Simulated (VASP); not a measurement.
## GaGe: single point with PBE

The system is GaGe.

```
Ge Ga
1.0
     0.00000    2.89784    2.89784
     2.89784    0.00000    2.89784
     2.89784    2.89784    0.00000
Ge Ga
1 1
Direct
  0.00000 0.00000 0.00000
  0.25000 0.25000 0.25000
```

```yaml
Program: VASP 6.6.1
Task: single point
Functional: PBE
Potentials_or_basis: VASP PAW PBE potentials, release 64 (Ge_d, Ga_d)
Cutoff: 520 eV
k_mesh: 5 × 5 × 5
Occupations: fermi-dirac, width 0.05 eV
Spin: no spin polarisation
Dipole_correction: no
Further_INCAR_settings: ALGO = Normal; EDIFF = 1e-07; NBANDS = 20
```

```json
{"Pressure": "-0.1 GPa"}
```

Levels at points of the mesh, in eV from the Fermi level:
```tsv
k point	band 9	band 10	band 11	band 12	band 13	band 14	band 15	band 16	band 17	band 18
(0.00, 0.00, 0.00)	-14.27	-14.27	-10.51	1.71	1.71	1.71	2.09	4.39	4.39	4.39
```

It took 12 s on 1 thread of Intel Xeon 8259CL, on a shared host, peak memory 0.17 GiB.

Caveat: the k points lie up to 0.38 Å⁻¹ apart.
